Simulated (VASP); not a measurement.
Input of a VASP 6.6.1 run:

The input POSCAR:

```
Mn
1.0
    3.0357933746      0.0000000000      0.0000000000
    0.0000000000      3.0357933746      0.0000000000
    0.0000000000      0.0000000000      3.1174438845
Mn
2
Direct
    0.0000000000      1.0000000000      0.0000000000
    0.5000000000      0.5000000000      0.5000000000
```

Contents of INCAR.step1:

```
SYSTEM = Mn
ALGO = Normal
EDIFF = 1E-4
ENCUT = 520
GGA = PE
ISMEAR = -1
ISPIN = 2
LASPH = .TRUE.
LCHARG = .FALSE.
LMAXMIX = 4
LREAL = .FALSE.
LWAVE = .TRUE.
MAGMOM = 3.842 -3.842
NBANDS = 24
NELM = 150
PREC = Accurate
SIGMA = 0.05
```

INCAR.step2

```
SYSTEM = Mn
ALGO = Normal
EDIFF = 1E-6
ENCUT = 520
ISIF = 2
ISMEAR = -1
ISPIN = 2
ISTART = 1
LASPH = .TRUE.
LCHARG = .TRUE.
LELF = .TRUE.
LMAXMIX = 4
LMIXTAU = .TRUE.
LORBIT = 11
LREAL = .FALSE.
LVHAR = .TRUE.
LWAVE = .FALSE.
MAGMOM = 3.842 -3.842
METAGGA = R2SCAN
NBANDS = 24
NELM = 150
PREC = Accurate
SIGMA = 0.05
```

KPOINTS

```
k-points
0
G
  12 12 11
  0 0 0
```

Potentials or basis: VASP PAW PBE potentials, release 64 (Mn_pv).

The run is started by

```sh
$ cat potpaw_PBE.64/Mn_pv/POTCAR > POTCAR
$ cp INCAR.step1 INCAR
$ mpirun -np 1 vasp_std > vasp.out
$ cp INCAR.step2 INCAR
$ mpirun -np 1 vasp_std > vasp.out
```

Problem. What does it give for the net moment?

Solution. 0.00 μB per cell.

Problem. Predict the site moments.

Solution. Mn +3.78, -3.78 μB.

Problem. Predict the band gap on the k mesh.

Solution. Zero (filled and empty bands overlap).

Stress tensor (GPa, compression positive):
```
4.30 0.00 0.00
0.00 4.30 0.00
0.00 0.00 2.21
```

Caveat: the PAW data sets were made with another functional, which shifts forces and pressure a little.
